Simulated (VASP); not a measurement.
# SnO (Pmn2_1) in VASP: single point with PBEsol

Aim: the single point of SnO with PBEsol.

Program: VASP 6.6.1. These are calculated values, not measurements. Logs are shortened: lines on timing, memory, paths and dates and some standing lists are left out, and cuts for length are marked.

**1. The cell of the first run**

Symmetry: Pmn2_1, No. 31, orthorhombic system. The conventional cell has a = 3.314 Å, b = 5.707 Å, c = 3.898 Å, α = 90.00°, β = 90.00°, γ = 90.00°. Within 2.8 Å of Sn (site symmetry m) lie 3 O at 2.13 to 2.14 Å. Within 2.9 Å of O (site symmetry m) lie 3 Sn at 2.13 to 2.14 Å and 4 O at 2.87 Å.

**2. Single point, PBEsol**

Contents of INCAR:

```
SYSTEM = SnO
ALGO     = Normal         ! electronic algorithm
EDIFF    = 1E-6           ! SCF threshold, eV
ENCUT    = 1340           ! plane-wave cutoff, eV
GGA      = PS             ! functional
GGA_COMPAT= .False.      
ISIF     = 2              ! what is computed and relaxed
ISMEAR   = 0              ! smearing method
LASPH    = .True.         ! aspherical terms in the spheres
LCHARG   = .True.         ! write CHGCAR
LELF     = .True.         ! ELF
LREAL    = .False.        ! projectors in reciprocal space
LVHAR    = .True.       
LWAVE    = .False.        ! write WAVECAR
NBANDS   = 28             ! bands
NELM     = 120            ! most SCF steps
PREC     = Accurate       ! precision mode
SIGMA    = 0.01           ! smearing width, eV
```

Contents of KPOINTS:

```
k-points
0
Gamma
  6 4 6
  0 0 0
```

Contents of POSCAR:

```
SnO
1.0
    3.3137303192      0.0000000000      0.0000000000
    0.0000000000      5.7066099841      0.0000000000
    0.0000000000      0.0000000000      3.8984094722
Sn O
2 2
Direct
    0.0000000000      0.2336551880      0.5262172420
    0.5000000000      0.7663448120      0.0262172420
    0.0000000000      0.8853521918      0.7237837580
    0.5000000000      0.1146478082      0.2237837580
```

Potentials or basis: VASP PAW PBE potentials, release 64 (Sn_d, O_h).

The run is started by

```sh
$ cat potpaw_PBE.64/Sn_d/POTCAR potpaw_PBE.64/O_h/POTCAR > POTCAR
$ mpirun -np 1 vasp_std > vasp.out
```

OUTCAR:

```text
SYSTEM = SnO
   EDIFF = 1E-6
   ENCUT = 1340
   GGA = PS
   ISIF = 2
   ISMEAR = 0
   LASPH = .True.
   LREAL = .False.
   NELM = 120
   PREC = Accurate

 ion  position               nearest neighbor table
   1  0.000  0.234  0.526-   3 2.13   4 2.14   4 2.14   2 3.70   2 3.70   2 3.70   2 3.70
   2  0.500  0.766  0.026-   4 2.13   3 2.14   3 2.14   1 3.70   1 3.70   1 3.70   1 3.70
   3  0.000  0.885  0.724-   1 2.13   2 2.14   2 2.14
   4  0.500  0.115  0.224-   2 2.13   1 2.14   1 2.14

  LATTYP: Found a simple orthorhombic cell.
 ALAT       =     3.3137303192
 B/A-ratio  =     1.1764413808
 C/A-ratio  =     1.7221105625

  Lattice vectors:

 A1 = (  -3.3137303192,   0.0000000000,   0.0000000000)
 A2 = (   0.0000000000,   0.0000000000,   3.8984094722)
 A3 = (   0.0000000000,   5.7066099841,   0.0000000000)

Analysis of symmetry for initial positions (statically):
=====================================================================
 Subroutine PRICEL returns:
 Original cell was already a primitive cell.

 Routine SETGRP: Setting up the symmetry group for a
 simple orthorhombic supercell.

 Subroutine GETGRP returns: Found  4 space group operations
 (whereof  2 operations were pure point group operations)
 out of a pool of  8 trial point group operations.

The static configuration has the point symmetry C_1h.
 The point group associated with its full space group is C_2v.

Analysis of symmetry for dynamics (positions and initial velocities):
=====================================================================
 Subroutine PRICEL returns:
 Original cell was already a primitive cell.

 Routine SETGRP: Setting up the symmetry group for a
 simple orthorhombic supercell.

 Subroutine GETGRP returns: Found  4 space group operations
 (whereof  2 operations were pure point group operations)
 out of a pool of  8 trial point group operations.

The dynamic configuration has the point symmetry C_1h.
 The point group associated with its full space group is C_2v.

 Subroutine INISYM returns: Found  4 space group operations
 (whereof  2 operations are pure point group operations),
 and found     1 'primitive' translations

----------------------------------------------------------------------------------------

                                     Primitive cell

  volume of cell :      73.7196

  direct lattice vectors                    reciprocal lattice vectors
     3.313730319  0.000000000  0.000000000     0.301774708  0.000000000  0.000000000
     0.000000000  5.706609984  0.000000000     0.000000000  0.175235385  0.000000000
     0.000000000  0.000000000  3.898409472     0.000000000  0.000000000  0.256514870

  length of vectors
     3.313730319  5.706609984  3.898409472     0.301774708  0.175235385  0.256514870

  position of ions in fractional coordinates (direct lattice)
     0.000000000  0.233655188  0.526217242
     0.500000000  0.766344812  0.026217242
     0.000000000  0.885352192  0.723783758
     0.500000000  0.114647808  0.223783758

  ion indices of the primitive-cell ions
   primitive index   ion index
                 1           1
                 2           2
                 3           3
                 4           4

----------------------------------------------------------------------------------------

 KPOINTS: k-points

Automatic generation of k-mesh.
 Grid dimensions read from file:
 generate k-points for:    6    4    6

 Generating k-lattice:

  Cartesian coordinates                     Fractional coordinates (reciprocal lattice)
     0.050295785  0.000000000  0.000000000     0.166666667  0.000000000  0.000000000
     0.000000000  0.043808846  0.000000000     0.000000000  0.250000000  0.000000000
     0.000000000  0.000000000  0.042752478     0.000000000  0.000000000  0.166666667

  Length of vectors
     0.050295785  0.043808846  0.042752478

  Shift w.r.t. Gamma in fractional coordinates (k-lattice)
     0.000000000  0.000000000  0.000000000

 Subroutine IBZKPT returns following result:
 ===========================================

 Found     48 irreducible k-points:

 Following reciprocal coordinates:
            Coordinates               Weight
  0.000000  0.000000  0.000000      1.000000
  0.166667  0.000000  0.000000      2.000000
  0.333333  0.000000  0.000000      2.000000
  0.500000  0.000000  0.000000      1.000000
  0.000000  0.250000  0.000000      2.000000
  0.166667  0.250000  0.000000      4.000000
[... 16 lines left out ...]
  0.333333  0.500000  0.166667      4.000000
  0.500000  0.500000  0.166667      2.000000
 [... further k-points ...]
   k-points           NKPTS =     48   k-points in BZ     NKDIM =     48   number of bands    NBANDS=     28
   number of dos      NEDOS =    301   number of ions     NIONS =      4
   total plane-waves  NPLWV = 134400
   dimension x,y,z NGX =    40 NGY =   70 NGZ =   48
   dimension x,y,z NGXF=    80 NGYF=  140 NGZF=   96
   ions per type =               2   2
   NGX,Y,Z   is equivalent  to a cutoff of  20.07, 20.39, 20.47 a.u.
   NGXF,Y,Z  is equivalent  to a cutoff of  40.14, 40.79, 40.94 a.u.
 SYSTEM =  SnO
   PREC   = accura    normal or accurate (medium, high low for compatibility)
   ISTART =      0    job   : 0-new  1-cont  2-samecut
   ICHARG =      2    charge: 1-file 2-atom 10-const
   ISPIN  =      1    spin polarized calculation?
   LNONCOLLINEAR =      F non collinear calculations
   LSORBIT =      F    spin-orbit coupling
   LASPH  =      T    aspherical Exc in radial PAW
   ENCUT  = 1340.0 eV  98.49 Ry    9.92 a.u.   9.89 17.03 11.64*2*pi/ulx,y,z
   NELM   =    120;   NELMIN=  2; NELMDL= -5     # of ELM steps
   EDIFF  = 0.1E-05   stopping-criterion for ELM
   LREAL  =      F    real-space projection
   EDIFFG = 0.1E-04   stopping-criterion for IOM
   NSW    =      0    number of steps for IOM
   IBRION =     -1    ionic relax: 0-MD 1-quasi-New 2-CG
   NFREE  =      0    steps in history (QN), initial steepest desc. (CG)
   ISIF   =      2    stress and relaxation
   ISYM   =      2    0-nonsym 1-usesym 2-fastsym
   POTIM  = 0.5000    time-step for ionic-motion
   TEBEG  =    0.0;   TEEND  =   0.0 temperature during run
   PSTRESS=    0.0 pullay stress
   NELECT =      40.0000    total number of electrons
   NUPDOWN=      -1.0000    fix difference up-down
   EMIN   =  10.00;   EMAX   =-10.00  energy-range for DOS
   EFERMI =   0.00;   METHOD = LEGACY
   ISMEAR =     0;   SIGMA  =   0.01  broadening in eV -4-tet -1-fermi 0-gaus
   EFERMI_NEDOS =   21; number of points for ismear=-14 and -15
   IALGO  =     38    algorithm
   IMIX   =      4    mixing-type and parameters
     AMIX     =   0.40;   BMIX     =  1.00
     AMIX_MAG =   1.60;   BMIX_MAG =  1.00
  volume/ion in A,a.u.               =      18.43       124.37
  Fermi-wavevector in a.u.,A,eV,Ry     =   1.335264  2.523284 24.258244  1.782931
  Thomas-Fermi vector in A             =   2.463982
   LORBIT       =      0    0 simple, 1 ext, 2 COOP (PROOUT), +10 PAW based schemes
   GGA     = PS    functional components
   LHFCALC =     F    Hartree Fock is set to
   AEXX    =    0.0000 exact exchange contribution
   IVDW    =     0    specifies the selected vdW correction
   LEPSILON=     F    determine dielectric tensor
   LRPA    =     F    only Hartree local field effects (RPA)
 non-spin polarized calculation
 Gauss-broadening in eV      SIGMA  =   0.01
  energy-cutoff  :     1340.00
  volume of cell :       73.72
 maximum number of plane-waves:      8248
 NGX is ok and might be reduce to    40
   NGX = 19   NGY = 35   NGZ = 23

 number of electron      40.0000003 magnetization

 Free energy of the ion-electron system (eV)
  ---------------------------------------------------
  ext. energy  EPLUGINS =         0.00000000
  ---------------------------------------------------
  free energy    TOTEN  =       -23.85152983 eV

  energy without entropy =      -23.85152983  energy(sigma->0) =      -23.85152983

 E-fermi :   5.8999     XC(G=0): -10.2388

 val. band max:        5.8367629606   @ k =   0.0000   0.0000   0.0000
 cond. band min:       7.3111770198   @ k =   0.3333   0.5000   0.0000
 fundamental gap:      1.4744140592
 Fermi energy:         5.8998622012

 k-point     1 :       0.0000    0.0000    0.0000
  band No.  band energies     occupation
      1     -15.3739      2.00000
      2     -15.0087      2.00000
      3     -14.9258      2.00000
      4     -14.8761      2.00000
      5     -14.8474      2.00000
      6     -14.8329      2.00000
[... 20 lines left out ...]
     27      14.9876      0.00000
     28      15.4605      0.00000

 k-point     2 :       0.1667    0.0000    0.0000
  band No.  band energies     occupation
      1     -15.3622      2.00000
      2     -15.0205      2.00000
      3     -14.9258      2.00000
      4     -14.9067      2.00000
      5     -14.8622      2.00000
      6     -14.8318      2.00000
[... 20 lines left out ...]
     27      14.9220      0.00000
     28      15.8175      0.00000

 k-point     3 :       0.3333    0.0000    0.0000
  band No.  band energies     occupation
      1     -15.3559      2.00000
      2     -15.2046      2.00000
      3     -14.8750      2.00000
      4     -14.8619      2.00000
      5     -14.8618      2.00000
      6     -14.8420      2.00000
[... 20 lines left out ...]
     27      14.6692      0.00000
     28      16.0532      0.00000

 k-point     4 :       0.5000    0.0000    0.0000
  band No.  band energies     occupation
      1     -15.3269      2.00000
      2     -15.3269      2.00000
      3     -14.8681      2.00000
      4     -14.8681      2.00000
      5     -14.8357      2.00000
      6     -14.8357      2.00000
[... 578 lines left out ...]
     27      15.9956      0.00000
     28      16.6601      0.00000

 k-point    23 :       0.3333    0.5000    0.1667
  band No.  band energies     occupation
      1     -15.3579      2.00000
      2     -15.2293      2.00000
      3     -14.8756      2.00000
      4     -14.8747      2.00000
      5     -14.8480      2.00000
      6     -14.8393      2.00000
[... 20 lines left out ...]
     27      15.4876      0.00000
     28      16.1281      0.00000

 k-point    24 :       0.5000    0.5000    0.1667
  band No.  band energies     occupation
      1     -15.3422      2.00000
      2     -15.3422      2.00000
      3     -14.8745      2.00000
      4     -14.8745      2.00000
      5     -14.8270      2.00000
      6     -14.8270      2.00000
[... 20 lines left out ...]
     27      15.4245      0.00000
     28      15.4245      0.00000

 [... further k-points ...]

------------------------ aborting loop because EDIFF is reached ----------------------------------------

  FORCE on cell =-STRESS in cart. coord.  units (eV):
  Direction    XX          YY          ZZ          XY          YZ          ZX
  --------------------------------------------------------------------------------------
  -------------------------------------------------------------------------------------
  Total        0.0821445      0.1208398      0.0394394      0.0000000      0.0000000      0.0000000
  in kB        1.7852799      2.6262595      0.8571519      0.0000000      0.0000000      0.0000000
  external PRESSURE =       1.7562304 kB  Pullay stress =       0.0000000 kB

 VOLUME and BASIS-vectors are now :
 -----------------------------------------------------------------------------
  energy-cutoff  :     1340.00
  volume of cell :       73.72
      direct lattice vectors                 reciprocal lattice vectors
     3.313730319  0.000000000  0.000000000     0.301774708  0.000000000  0.000000000
     0.000000000  5.706609984  0.000000000     0.000000000  0.175235385  0.000000000
     0.000000000  0.000000000  3.898409472     0.000000000  0.000000000  0.256514870

 POSITION                                       TOTAL-FORCE (eV/Angst)
 -----------------------------------------------------------------------------------
      0.00000      1.33338      2.05141         0.000000      0.066515      0.027442
      1.65687      4.37323      0.10221         0.000000     -0.066515      0.027442
      0.00000      5.05236      2.82161         0.000000      0.000380     -0.027442
      1.65687      0.65425      0.87240         0.000000     -0.000380     -0.027442
 -----------------------------------------------------------------------------------
    total drift:                               -0.000000      0.000000     -0.000447

  FREE ENERGIE OF THE ION-ELECTRON SYSTEM (eV)
  ---------------------------------------------------
  free  energy   TOTEN  =       -23.8515298349 eV

  energy  without entropy=      -23.8515298349  energy(sigma->0) =      -23.85152983
```

Wall time 5.9 min (1 thread of Intel Xeon Platinum 8259CL at 2.50GHz (Skylake/Cascade Lake), shared host); peak memory 0.58 GiB.

Results:

- Free energy: -23.8515 eV
- Pressure: 0.2 GPa
- Largest force: 0.072 eV/Å
- Band gap on the k mesh: 1.47 eV (least direct gap 2.18 eV)

Forces in eV/Å, atoms in the order of the input:
```
Sn   0.000  0.067  0.027
Sn   0.000 -0.067  0.027
O    0.000  0.000 -0.027
O    0.000  0.000 -0.027
```

Stress tensor (GPa, compression positive):
```
0.18 0.00 0.00
0.00 0.26 0.00
0.00 0.00 0.09
```

Caveat: the PAW data sets were made with another functional, which shifts forces and pressure a little; spin-orbit coupling is left out, which moves the levels of the heavy elements. A k mesh can miss the band edges.
